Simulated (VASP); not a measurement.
Wanted: the native input for a VASP 6.6.1 run.

```yaml
Task: relaxation of cell and atoms
Functional: PBEsol
Potentials_or_basis: VASP PAW PBE potentials, release 64 (Zn, Cd)
Cutoff: 600 eV
k_mesh: 12 × 12 × 12
Occupations: fermi-dirac, width 0.15 eV
Spin: no spin polarisation
Dipole_correction: no
Further_INCAR_settings: ALGO = Fast; EDIFF = 1e-06; IBRION = 2; EDIFFG = -0.001; NSW = 80; ISIF = 3
```

The structure of ZnCd lies in POSCAR:

```
ZnCd
1.0
    3.2965146361      0.0000000000      0.0000000000
    0.0000000000      3.2965146361      0.0000000000
    0.0000000000      0.0000000000      3.2965146361
Zn Cd
1 1
Direct
    0.5000000000      0.5000000000      0.5000000000
    0.0000000000      0.0000000000      0.0000000000
```

These files were run (other wordings do the same):

INCAR

```
SYSTEM = ZnCd
PREC = Accurate
ENCUT = 600
EDIFF = 1E-6
ISMEAR = -1
SIGMA = 0.15
LREAL = .False.
LASPH = .True.
NELM = 100
ALGO = Fast
ISIF = 3
LWAVE = .False.
LCHARG = .False.
GGA = PS
IBRION = 2
NSW = 80
EDIFFG = -0.001
```

KPOINTS

```
regular mesh
0
Gamma
  12 12 12
  0 0 0
```

Potentials or basis: VASP PAW PBE potentials, release 64 (Zn, Cd).

Run with:

```console
$ cat potpaw_PBE.64/Zn/POTCAR potpaw_PBE.64/Cd/POTCAR > POTCAR
$ mpirun -np 1 vasp_std > vasp.out
```

It gave:

```
Relaxed volume                         : 18.03 Å³/atom
Relaxed cell                           : a = 3.304 Å, b = 3.304 Å, c = 3.304 Å, α = 90.00°, β = 90.00°, γ = 90.00°
Space group after relaxing (to 0.05 Å) : Pm-3m (No. 221)
Energy gained by relaxing              : 0.1 meV/atom
Ionic steps                            : 5
Pressure after relaxing                : 0.0 GPa
Band gap on the k mesh                 : zero (band 12 reaches 6.79 eV, above the bottom of band 13 at 1.97 eV)
```

Caveat: the PAW data sets were made with another functional, which shifts forces and pressure a little.

Wall time 3.4 min on 1 thread of Intel Xeon 8259CL, with other jobs on the host, peak memory 0.21 GiB.
